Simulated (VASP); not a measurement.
# CaO (R3m) in VASP: relaxation of cell and atoms with PBEsol

Aim: the relaxation of cell and atoms of CaO with PBEsol.

Everything below comes from runs of VASP 6.6.1. Logs are shortened: lines on timing, memory, paths and dates and some standing lists are left out, and cuts for length are marked.

## Step 1: The cell of the first run

The structure is trigonal, space group R3m (No. 160). The conventional cell has a = 2.876 Å, b = 2.876 Å, c = 11.630 Å, α = 90.00°, β = 90.00°, γ = 120.00°. Ca (site symmetry 3m) has 3 O at 1.66 Å within 2.2 Å. O (site symmetry 3m) has 3 Ca at 1.66 Å within 2.2 Å.

## Step 2: Relaxation of cell and atoms, PBEsol

File INCAR:

```
ALGO = Normal
EDIFF = 1E-7
EDIFFG = -0.01
ENCUT = 600
GGA = PS
GGA_COMPAT = F
IBRION = 2
ISIF = 3
ISMEAR = -1
LASPH = T
LCHARG = F
LREAL = F
LWAVE = F
NELM = 120
NELMIN = 4
NSW = 100
PREC = Accurate
SIGMA = 0.03
```

File KPOINTS:

```
k-points
0
Gamma
  8 8 8
```

File POSCAR:

```
CaO
1.0
    1.4380187400      0.8302405000      3.8767951600
   -1.4380187400      0.8302405000      3.8767951600
    0.0000000000     -1.6604810100      3.8767951600
Ca O
1 1
Direct
    0.9996712000      0.9996712000      0.9996712000
    0.3327618000      0.3327618000      0.3327618000
```

Potentials or basis: VASP PAW PBE potentials, release 64 (Ca_sv, O).

Launch:

```
> cat potpaw_PBE.64/Ca_sv/POTCAR potpaw_PBE.64/O/POTCAR > POTCAR
> mpirun -np 1 vasp_std > vasp.out
```

OUTCAR:

```text
EDIFF = 1E-7
   EDIFFG = -0.01
   ENCUT = 600
   GGA = PS
   IBRION = 2
   ISIF = 3
   ISMEAR = -1
   LASPH = T
   LREAL = F
   NELM = 120
   NELMIN = 4
   NSW = 100
   PREC = Accurate

 ion  position               nearest neighbor table
   1  1.000  1.000  1.000-   2 1.66   2 1.66   2 1.66
   2  0.333  0.333  0.333-   1 1.66   1 1.66   1 1.66

  LATTYP: Found a trigonal (rhomboedric) cell.
 ALAT       =     4.2174326191
 COS(alpha) =     0.7674786789

  Lattice vectors:

 A1 = (   1.4380187400,   0.8302405000,   3.8767951600)
 A2 = (  -1.4380187400,   0.8302405000,   3.8767951600)
 A3 = (   0.0000000000,  -1.6604810100,   3.8767951600)

Analysis of symmetry for initial positions (statically):
=====================================================================
 Subroutine PRICEL returns:
 Original cell was already a primitive cell.

 Routine SETGRP: Setting up the symmetry group for a
 trigonal (rhombohedral) supercell.

 Subroutine GETGRP returns: Found  6 space group operations
 (whereof  6 operations were pure point group operations)
 out of a pool of 12 trial point group operations.

The static configuration has the point symmetry C_3v.

Analysis of symmetry for dynamics (positions and initial velocities):
=====================================================================
 Subroutine PRICEL returns:
 Original cell was already a primitive cell.

 Routine SETGRP: Setting up the symmetry group for a
 trigonal (rhombohedral) supercell.

 Subroutine GETGRP returns: Found  6 space group operations
 (whereof  6 operations were pure point group operations)
 out of a pool of 12 trial point group operations.

The dynamic configuration has the point symmetry C_3v.

 Subroutine INISYM returns: Found  6 space group operations
 (whereof  6 operations are pure point group operations),
 and found     1 'primitive' translations

----------------------------------------------------------------------------------------

                                     Primitive cell

  volume of cell :      27.7711

  direct lattice vectors                    reciprocal lattice vectors
     1.438018740  0.830240500  3.876795160     0.347700615  0.200745044  0.085981673
    -1.438018740  0.830240500  3.876795160    -0.347700615  0.200745044  0.085981673
     0.000000000 -1.660481010  3.876795160     0.000000000 -0.401490089  0.085981673

  length of vectors
     4.217432619  4.217432619  4.217432619     0.410593642  0.410593642  0.410593643

  position of ions in fractional coordinates (direct lattice)
     0.999671200  0.999671200  0.999671200
     0.332761800  0.332761800  0.332761800

  ion indices of the primitive-cell ions
   primitive index   ion index
                 1           1
                 2           2

----------------------------------------------------------------------------------------

 KPOINTS: k-points

Automatic generation of k-mesh.
 Grid dimensions read from file:
 generate k-points for:    8    8    8

 Generating k-lattice:

  Cartesian coordinates                     Fractional coordinates (reciprocal lattice)
     0.043462577  0.025093131  0.010747709     0.125000000  0.000000000  0.000000000
    -0.043462577  0.025093131  0.010747709     0.000000000  0.125000000  0.000000000
     0.000000000 -0.050186261  0.010747709     0.000000000  0.000000000  0.125000000

  Length of vectors
     0.051324205  0.051324205  0.051324205

  Shift w.r.t. Gamma in fractional coordinates (k-lattice)
     0.000000000  0.000000000  0.000000000

 Subroutine IBZKPT returns following result:
 ===========================================

 Found     65 irreducible k-points:

 Following reciprocal coordinates:
            Coordinates               Weight
  0.000000  0.000000  0.000000      1.000000
  0.125000 -0.000000  0.000000      6.000000
  0.250000 -0.000000  0.000000      6.000000
  0.375000  0.000000  0.000000      6.000000
  0.500000 -0.000000  0.000000      3.000000
  0.125000  0.125000  0.000000      6.000000
[... 16 lines left out ...]
  0.250000  0.125000  0.125000      6.000000
  0.375000  0.125000  0.125000      6.000000
 [... further k-points ...]
   k-points           NKPTS =     65   k-points in BZ     NKDIM =     65   number of bands    NBANDS=     12
   number of dos      NEDOS =    301   number of ions     NIONS =      2
   total plane-waves  NPLWV =  46656
   dimension x,y,z NGX =    36 NGY =   36 NGZ =   36
   dimension x,y,z NGXF=    72 NGYF=   72 NGZF=   72
   ions per type =               1   1
   NGX,Y,Z   is equivalent  to a cutoff of  14.19, 14.19, 14.19 a.u.
   NGXF,Y,Z  is equivalent  to a cutoff of  28.38, 28.38, 28.38 a.u.
 SYSTEM =  unknown system
   PREC   = accura    normal or accurate (medium, high low for compatibility)
   ISTART =      0    job   : 0-new  1-cont  2-samecut
   ICHARG =      2    charge: 1-file 2-atom 10-const
   ISPIN  =      1    spin polarized calculation?
   LNONCOLLINEAR =      F non collinear calculations
   LSORBIT =      F    spin-orbit coupling
   LASPH  =      T    aspherical Exc in radial PAW
   ENCUT  =  600.0 eV  44.10 Ry    6.64 a.u.   8.42  8.42  8.42*2*pi/ulx,y,z
   NELM   =    120;   NELMIN=  4; NELMDL= -5     # of ELM steps
   EDIFF  = 0.1E-06   stopping-criterion for ELM
   LREAL  =      F    real-space projection
   EDIFFG = -.1E-01   stopping-criterion for IOM
   NSW    =    100    number of steps for IOM
   IBRION =      2    ionic relax: 0-MD 1-quasi-New 2-CG
   NFREE  =      1    steps in history (QN), initial steepest desc. (CG)
   ISIF   =      3    stress and relaxation
   ISYM   =      2    0-nonsym 1-usesym 2-fastsym
   POTIM  = 0.5000    time-step for ionic-motion
   TEBEG  =    0.0;   TEEND  =   0.0 temperature during run
   PSTRESS=    0.0 pullay stress
   NELECT =      16.0000    total number of electrons
   NUPDOWN=      -1.0000    fix difference up-down
   EMIN   =  10.00;   EMAX   =-10.00  energy-range for DOS
   EFERMI =   0.00;   METHOD = LEGACY
   ISMEAR =    -1;   SIGMA  =   0.03  broadening in eV -4-tet -1-fermi 0-gaus
   EFERMI_NEDOS =   21; number of points for ismear=-14 and -15
   IALGO  =     38    algorithm
   IMIX   =      4    mixing-type and parameters
     AMIX     =   0.40;   BMIX     =  1.00
     AMIX_MAG =   1.60;   BMIX_MAG =  1.00
  volume/ion in A,a.u.               =      13.89        93.70
  Fermi-wavevector in a.u.,A,eV,Ry     =   1.362231  2.574243 25.247954  1.855672
  Thomas-Fermi vector in A             =   2.488738
   LORBIT       =      0    0 simple, 1 ext, 2 COOP (PROOUT), +10 PAW based schemes
   GGA     = PS    functional components
   LHFCALC =     F    Hartree Fock is set to
   AEXX    =    0.0000 exact exchange contribution
   IVDW    =     0    specifies the selected vdW correction
   LEPSILON=     F    determine dielectric tensor
   LRPA    =     F    only Hartree local field effects (RPA)
 conjugate gradient relaxation of ions
 non-spin polarized calculation
  energy-cutoff  :      600.00
  volume of cell :       27.77
 maximum number of plane-waves:       945
 NGX is ok and might be reduce to    36
   NGX = 17   NGY = 17   NGZ = 17

--------------------------------------- Ionic step        1  -------------------------------------------

 number of electron      16.0000000 magnetization

 Free energy of the ion-electron system (eV)
  ---------------------------------------------------
  ext. energy  EPLUGINS =         0.00000000
  ---------------------------------------------------
  free energy    TOTEN  =        -3.36856495 eV

  energy without entropy =       -3.36551276  energy(sigma->0) =       -3.36703886

------------------------ aborting loop because EDIFF is reached ----------------------------------------

  FORCE on cell =-STRESS in cart. coord.  units (eV):
  Direction    XX          YY          ZZ          XY          YZ          ZX
  --------------------------------------------------------------------------------------
  -------------------------------------------------------------------------------------
  Total       39.1243409     39.1243406      0.1443958      0.0000000     -0.0000000      0.0000000
  in kB     2257.1740560   2257.1740381      8.3305294      0.0000000     -0.0000000      0.0000000
  external PRESSURE =    1507.5595412 kB  Pullay stress =       0.0000000 kB
[... 1185 lines left out ...]
 k-point    24 :       0.3750    0.1250    0.1250
  band No.  band energies     occupation
      1     -35.7291      2.00000
      2     -17.4884      2.00000
      3     -16.8257      2.00000
      4     -16.7612      2.00000
      5     -13.0698      2.00000
      6      -0.3207      2.00000
      7       0.7547      2.00000
      8       0.8473      2.00000
      9       7.4318      0.00000
     10       7.4786      0.00000
     11       9.0900      0.00000
     12      10.5650      0.00000

 [... further k-points ...]

[... ionic steps 4 to 34 ...]

--------------------------------------- Ionic step       35  -------------------------------------------

 number of electron      16.0000000 magnetization

------------------------ aborting loop because EDIFF is reached ----------------------------------------

  FORCE on cell =-STRESS in cart. coord.  units (eV):
  Direction    XX          YY          ZZ          XY          YZ          ZX
  --------------------------------------------------------------------------------------
  -------------------------------------------------------------------------------------
  Total       -0.0176786     -0.0176786      0.0228607      0.0000000     -0.0000000      0.0000000
  in kB       -0.8259955     -0.8259954      1.0681180      0.0000000     -0.0000000      0.0000000
  external PRESSURE =      -0.1946243 kB  Pullay stress =       0.0000000 kB
[... 57 lines left out ...]
  energy  without entropy=      -12.9066431228  energy(sigma->0) =      -12.90664312

--------------------------------------- Ionic step       37  -------------------------------------------

 number of electron      16.0000000 magnetization

 Free energy of the ion-electron system (eV)
  ---------------------------------------------------
  ext. energy  EPLUGINS =         0.00000000
  ---------------------------------------------------
  free energy    TOTEN  =       -12.90671529 eV

  energy without entropy =      -12.90671529  energy(sigma->0) =      -12.90671529

 E-fermi :   1.2086     XC(G=0):  -9.4276

 val. band max:        0.4990275202   @ k =   0.5000   0.5000   0.0000
 cond. band min:       3.7863330332   @ k =   0.0000   0.0000   0.0000
 fundamental gap:      3.2873055129
 Fermi energy:         1.2085709461

 k-point     1 :       0.0000    0.0000    0.0000
  band No.  band energies     occupation
      1     -36.3038      2.00000
      2     -17.3194      2.00000
      3     -17.3160      2.00000
      4     -17.3160      2.00000
      5     -14.2668      2.00000
      6      -0.2940      2.00000
      7      -0.1710      2.00000
      8      -0.1710      2.00000
      9       3.7863      0.00000
     10       8.5833      0.00000
     11       8.5833      0.00000
     12      10.3274      0.00000
[... 374 lines left out ...]
  FREE ENERGIE OF THE ION-ELECTRON SYSTEM (eV)
  ---------------------------------------------------
  free  energy   TOTEN  =       -12.9067152929 eV

  energy  without entropy=      -12.9067152929  energy(sigma->0) =      -12.90671529

 reached required accuracy - stopping structural energy minimisation
```

Wall time 12 min (1 thread of AMD EPYC 9R45 (Zen 5), shared host); peak memory 0.21 GiB.

Results:

```yaml
Free_energy: -12.9067 eV
Relaxed_volume: 17.14 Å³/atom
Relaxed_cell: a = 3.683 Å, b = 3.683 Å, c = 3.683 Å, α = 58.71°, β = 58.71°, γ = 58.71°
Space_group_after_relaxing_to_0.1_Å: R3m (No. 160)
Pressure_after_relaxing: 0.0 GPa
Largest_force_after_relaxing: 0.004 eV/Å
Band_gap_on_the_k_mesh: 3.29 eV (least direct gap 3.96 eV)
```

Forces on the atoms (eV/Å):
```
Ca   0.000  0.000 -0.004
O    0.000  0.000  0.004
```

Final structure:
```xyz
2
Lattice="1.8056 1.0424 3.0361 -1.8056 1.0424 3.0361 0.0000 -2.0849 3.0361" Properties=species:S:1:pos:R:3 pbc="T T T"
Ca    0.0000    0.0000    0.3919
O     0.0000    0.0000    2.6361
```

Levels at points of the mesh, in eV from the valence-band top:
| k point | band 6 | band 7 | band 8 | band 9 | band 10 | band 11 |
| --- | --- | --- | --- | --- | --- | --- |
| (0.00, 0.00, 0.00) | -0.79 | -0.67 | -0.67 | 3.29 | 8.08 | 8.08 |
| (0.50, 0.00, 0.00) | -1.04 | -0.46 | -0.43 | 6.16 | 7.75 | 8.17 |
| (0.50, 0.50, 0.00) | -1.55 | -0.05 | 0.00 | 4.88 | 6.66 | 9.20 |
| (0.50, 0.50, 0.50) | -1.14 | -0.38 | -0.38 | 6.10 | 7.97 | 7.97 |

Caveat: the volume moved by over 15 % at a fixed basis, so the end points are rough; the PAW data sets were made with another functional, which shifts forces and pressure a little. A k mesh can miss the band edges.
